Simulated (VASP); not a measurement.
# PbS: single point with PBEsol

PbS:

```
CELL_PARAMETERS angstrom
0.00000 2.96500 2.96500
2.96500 0.00000 2.96500
2.96500 2.96500 0.00000
ATOMIC_POSITIONS crystal
Pb 0.00000 0.00000 0.00000
S 0.50730 0.50730 0.50730
```

This cell differs from its parent crystal: all S atoms moved +0.075 Å, as atom 2 along Cartesian [1 1 1].

```json
{
  "Program": "VASP 6.6.1",
  "Task": "single point",
  "Functional": "PBEsol",
  "Potentials or basis": "VASP PAW PBE potentials, release 64 (Pb_d, S)",
  "Cutoff": "520 eV",
  "k mesh": "10 × 10 × 10",
  "Occupations": "gaussian, width 0.03 eV",
  "Spin": "no spin polarisation",
  "Dipole correction": "no",
  "Further INCAR settings": "ALGO = Normal; EDIFF = 1e-07; NBANDS = 17"
}
```

```yaml
Pressure: -0.8 GPa
Largest_force: 0.032 eV/Å
Band_gap_on_the_k_mesh: 0.29 eV, direct
```

Forces on the atoms (eV/Å):
```
Pb   0.018  0.018  0.018
S   -0.018 -0.018 -0.018
```

Levels at points of the mesh, in eV from the valence-band top:
```tsv
k point	band 8	band 9	band 10	band 11	band 12	band 13
(0.00, 0.00, 0.00)	-2.17	-2.17	-2.15	5.11	5.16	5.16
(0.50, 0.00, 0.00)	-1.78	-1.77	0.00	0.29	1.92	1.93
(0.50, 0.50, 0.50)	-1.77	-1.77	-0.09	0.36	1.91	1.91
(0.50, 0.50, 0.00)	-5.23	-3.46	-3.45	3.70	5.54	5.67
```

Run time: 62 s on 1 thread of Intel(R) Xeon(R) Platinum 8375C CPU @ 2.90GHz (Ice Lake), with other jobs on the host, peak memory 0.24 GiB.

Caveat: the cell differs from its parent crystal (all S atoms moved +0.075 Å, as atom 2 along Cartesian [1 1 1]); the PAW data sets were made with another functional, which shifts forces and pressure a little; spin-orbit coupling is left out, which moves the levels of the heavy elements. A k mesh can miss the band edges.
